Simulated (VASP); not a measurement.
Here is a VASP 6.6.1 calculation.

INCAR

```
SYSTEM = CdBr3
ALGO = Normal
EDIFF = 1E-7
ENCUT = 520
GGA = PE
ISIF = 2
ISMEAR = 0
LASPH = .TRUE.
LCHARG = .TRUE.
LELF = .TRUE.
LREAL = .FALSE.
LVHAR = .TRUE.
LWAVE = .FALSE.
NBANDS = 24
NELM = 100
PREC = Accurate
SIGMA = 0.1
```

File KPOINTS:

```
k-points
0
G
  4 4 4
  0 0 0
```

The input POSCAR:

```
CdBr3
1.0
    4.7951821729      0.0000000000      0.0000000000
    0.0000000000      4.7951821729      0.0000000000
    0.0000000000      0.0000000000      4.7951821729
Cd Br
1 3
Direct
    0.0000000000      0.0000000000      0.0000000000
    0.0000000000      0.5000000000      0.5000000000
    0.5000000000      0.0000000000      0.5000000000
    0.5000000000      0.5000000000      0.0000000000
```

Potentials or basis: VASP PAW PBE potentials, release 64 (Cd, Br).

Run with:

```bash
$ cat potpaw_PBE.64/Cd/POTCAR potpaw_PBE.64/Br/POTCAR > POTCAR
$ mpirun -np 1 vasp_std > vasp.out
```

Problem. Estimate the pressure.

Solution. -0.6 GPa.

Caveat: an odd number of electrons without spin polarisation forces a metal; a magnetic or distorted state may lie lower.
